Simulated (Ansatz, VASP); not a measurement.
# Two plane-wave programs on AlV2N3

```xyz
12
Lattice="3.3207 0.0000 0.0000 -1.6603 2.8758 0.0000 0.0000 0.0000 12.7945" Properties=species:S:1:pos:R:3 pbc="T T T"
Al    0.0000    1.9172    3.1986
Al    1.6603    0.9586    9.5959
V     0.0000    1.9172   11.8820
V     0.0000    1.9172    7.3097
V     1.6603    0.9586    0.9125
V     1.6603    0.9586    5.4847
N     0.0000    1.9172    1.1143
N     0.0000    1.9172    5.2830
N     0.0000    1.9172    9.5959
N     1.6603    0.9586    3.1986
N     1.6603    0.9586    7.5115
N     1.6603    0.9586   11.6802
```

Alike in both runs: functional PBE; k mesh 12 × 12 × 4; occupations gaussian, width 0.1 eV; no spin polarisation.

Ansatz relaxed the structure, and its values are those at the end. VASP's run is a single point on that final structure, the one shown.

|  | VASP | Ansatz |
| --- | --- | --- |
| version | VASP 6.6.1 | Ansatz 0.2.0 |
| potentials or method | VASP PAW PBE potentials, release 64 (Al, V_sv, N), cutoff 520 eV | scalar-relativistic, plane waves, PAW |
| valence electrons in the cell | 88 | 88 |

VASP gave:

| Item | Value |
| --- | --- |
| gap on the k mesh at the Fermi level (eV) | none |
| pressure (GPa) | 0.4 |
| rms of the force components (eV/Å) | 0.020 |

Task: What did Ansatz give for the same quantities?

Result: gap on the k mesh at the Fermi level (eV): none; pressure (GPa): 0.0; rms of the force components (eV/Å): 0.001.

A gap of «none» marks a metal or a gap that the smearing closes.
